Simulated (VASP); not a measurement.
## Sc3B2P: relaxation of cell and atoms with PBE

Sc3B2P:

```
Sc B P
1.0
     4.16083    0.00000    0.00000
     0.00000    4.16083    0.00000
     0.00000    0.00000    6.06502
Sc B P
3 2 1
Cartesian
  2.0804 2.0804 0.0000
  0.0000 2.0804 0.0000
  2.0804 0.0000 0.0000
  2.0804 2.0804 1.9215
  2.0804 2.0804 4.1435
  0.0000 0.0000 0.0000
```

- Program: VASP 6.6.1
- Task: relaxation of cell and atoms
- Functional: PBE
- Potentials or basis: VASP PAW PBE potentials, release 64 (Sc_sv, B, P)
- Cutoff: 600 eV
- k mesh: 4 × 4 × 4
- Occupations: gaussian, width 0.1 eV
- Spin: no spin polarisation
- Dipole correction: no
- Further INCAR settings: ALGO = Normal; EDIFF = 1e-06; IBRION = 2; EDIFFG = -0.04; NSW = 90; ISIF = 3

```yaml
Relaxed_volume: 27.84 Å³/atom
Relaxed_cell: a = 5.262 Å, b = 5.262 Å, c = 6.034 Å, α = 90.00°, β = 90.00°, γ = 90.00°
Space_group_after_relaxing_to_0.05_Å: P4/mmm (No. 123)
Energy_gained_by_relaxing: 2004.1 meV/atom
Ionic_steps: 13
Pressure_after_relaxing: 0.0 GPa
Band_gap_on_the_k_mesh: zero (band 22 reaches 1.54 eV, above the bottom of band 23 at 0.43 eV)
```

The path:
```tsv
step	energy change (eV)	largest force (eV/Å)	pressure (GPa)	volume (Å³)
1	0.0000	5.4040	52.19	105.00
2	-10.7686	2.9116	-5.63	211.39
3	-11.1674	4.3152	-1.55	172.79
4	-11.2326	4.0858	-2.91	180.91
5	-11.6252	5.4349	-0.05	174.78
6	-11.9603	0.1288	-1.87	176.89
7	-11.9612	0.0421	-1.81	176.80
8	-11.9612	0.2011	-1.77	176.72
9	-12.0205	0.1060	-0.43	169.32
10	-12.0242	0.0811	0.00	167.19
11	-12.0242	0.0783	0.04	167.00
12	-12.0240	0.1380	-0.04	167.12
13	-12.0243	0.0008	0.01	167.04
```

Final structure:
```
CELL_PARAMETERS angstrom
5.26172 0.00000 0.00000
0.00000 5.26172 0.00000
0.00000 0.00000 6.03361
ATOMIC_POSITIONS crystal
Sc 0.50000 0.50000 0.00000
Sc 0.00000 0.50000 0.00000
Sc 0.50000 0.00000 0.00000
B 0.50000 0.50000 0.36983
B 0.50000 0.50000 0.63017
P 0.00000 0.00000 0.00000
```

Levels at points of the mesh, in eV from the Fermi level:
```csv
k point,band 20,band 21,band 22,band 23,band 24,band 25
"(0.00, 0.00, 0.00)",-0.55,-0.36,-0.36,-0.35,-0.33,0.37
"(0.50, 0.00, 0.00)",-0.89,-0.38,-0.28,-0.17,1.31,1.40
"(0.50, 0.50, 0.00)",-0.56,-0.56,0.76,0.76,1.19,1.29
"(0.00, 0.00, 0.50)",-1.15,-1.15,-0.81,-0.34,0.59,1.83
"(0.50, 0.00, 0.50)",-0.46,-0.30,-0.01,0.49,0.66,1.57
"(0.50, 0.50, 0.50)",-0.93,-0.47,0.67,0.67,1.17,1.82
```

Run time: 7.2 min on 1 thread of Intel(R) Xeon(R) Platinum 8375C CPU @ 2.90GHz (Ice Lake), on a shared host, peak memory 0.27 GiB.

Caveat: the k points lie up to 0.30 Å⁻¹ apart in the final cell; the volume moved by over 15 % at a fixed basis, so the end points are rough.
